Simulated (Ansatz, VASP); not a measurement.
# Two plane-wave programs on TePb

Contents of POSCAR:

```
TePb
1.0
    4.0022870000      0.0000000000      0.0000000000
    0.0000000000      4.0022870000      0.0000000000
    0.0000000000      0.0000000000      4.0022870000
Pb Te
1 1
Direct
    0.0000000000      0.0000000000      0.0000000000
    0.5000000000      0.5000000000      0.5000000000
```

Contents of INCAR.step1:

```
ALGO = Normal
EDIFF = 1E-5
ENCUT = 520
GGA = PE
ISIF = 2
ISMEAR = -1
LASPH = T
LCHARG = F
LREAL = F
LWAVE = T
NBANDS = 17
NELM = 60
PREC = Accurate
SIGMA = 0.05
```

The input INCAR.step2:

```
AEXX = 0.25
ALGO = Normal
EDIFF = 1E-6
ENCUT = 520
GGA = PS
HFSCREEN = 0.207
ISIF = 2
ISMEAR = -1
ISTART = 1
LASPH = T
LCHARG = F
LHFCALC = T
LREAL = F
LWAVE = F
NBANDS = 17
NELM = 60
PREC = Accurate
PRECFOCK = Normal
SIGMA = 0.05
```

File KPOINTS:

```
k-points
0
Gamma
  4 4 4
```

The input input.yaml:

```yaml
crystal:
  lattice:
    - [4.002287, 0.0, 0.0]
    - [0.0, 4.002287, 0.0]
    - [0.0, 0.0, 4.002287]
  atoms:
    - { symbol: Pb, position: [0.0, 0.0, 0.0] }
    - { symbol: Te, position: [0.5, 0.5, 0.5] }
hamiltonian:
  xc:
    exchange: hjs_pbesol
    correlation: pbesol
    exx: { coeff: 0.25, omega: 0.207 }
  pseudopotentials: { kind: paw }
kpoints:
  mp_grid: { grid: [4, 4, 4] }
  band_path:
    path:
      - [[0.0, 0.0, 0.0], [0.0, 0.5, 0.0], [0.5, 0.5, 0.0], [0.0, 0.0, 0.0], [0.5, 0.5, 0.5], [0.0, 0.5, 0.0]]
      - [[0.5, 0.5, 0.0], [0.5, 0.5, 0.5]]
    npoints: 4
scf:
  occupations: { method: fermi_dirac, width: 0.05 }
  n_extra_bands: 6
output:
  forces: true
  stress: true
  eigenvalues: true
  fatbands: false
```

Alike in both runs: functional PBEsol-based screened hybrid; k mesh 4 × 4 × 4; occupations fermi-dirac, width 0.05 eV; no spin polarisation.

```csv
,VASP,Ansatz
version,VASP 6.6.1,Ansatz 0.2.0
potentials or method,"VASP PAW PBE potentials, release 64 (Pb_d, Te)",Ansatz PAW
plane-wave cutoff (eV),520,420
valence electrons in the cell,20,30
task,single point,band structure
```

VASP gave:

* gap on the k mesh at the Fermi level (eV): none
* pressure (GPa): -2.2

Problem. Estimate Ansatz's values.

Solution. gap on the k mesh at the Fermi level (eV): none; pressure (GPa): -2.0.

VASP's potentials were made for PBE, not for PBEsol-based screened hybrid. A gap of «none» marks a metal or a gap that the smearing closes. VASP's potentials hold 20 valence electrons a cell and Ansatz's 30, so a difference there can come from the potentials and not from the codes.

The k mesh is coarse, so the values compare programs but aren't converged. Neither program's run includes spin-orbit coupling.
